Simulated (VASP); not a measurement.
A run of VASP 6.6.1:

File INCAR:

```
ALGO     = Normal         # electronic algorithm
EDIFF    = 1E-6           # SCF threshold, eV
EDIFFG   = -0.005         # ionic threshold
ENCUT    = 600            # plane-wave cutoff, eV
GGA      = PE             # functional
IBRION   = 2              # ionic algorithm
ISIF     = 3              # what is computed and relaxed
ISMEAR   = 0              # smearing method
LASPH    = True           # aspherical terms in the spheres
LCHARG   = False          # write CHGCAR
LREAL    = False          # projectors in reciprocal space
LWAVE    = False          # write WAVECAR
NELM     = 60             # most SCF steps
NSW      = 100            # ionic steps
PREC     = Accurate       # precision mode
SIGMA    = 0.02           # smearing width, eV
```

File KPOINTS:

```
k-points
0
Gamma
  10 10 10
```

File POSCAR:

```
ZnS
1.0
    0.0000000000      2.7046500000      2.7046500000
    2.7046500000      0.0000000000      2.7046500000
    2.7046500000      2.7046500000      0.0000000000
Zn S
1 1
Direct
    0.0000000000      0.0000000000      0.0000000000
    0.7500000000      0.7500000000      0.7500000000
```

Potentials or basis: VASP PAW PBE potentials, release 64 (Zn, S).

Run with:

```sh
$ cat potpaw_PBE.64/Zn/POTCAR potpaw_PBE.64/S/POTCAR > POTCAR
$ mpirun -np 1 vasp_std > vasp.out
```

Hardware: 1 thread of Intel(R) Xeon(R) Platinum 8488C (Sapphire Rapids) (shared host).

**Question.** Estimate the wall time of this run.

**Answer.** It took 48 s on 1 thread of Intel(R) Xeon(R) Platinum 8488C (Sapphire Rapids) (shared host), peak memory 0.2 GiB. Counts: scf iterations 35, k points 47, ion steps 5.
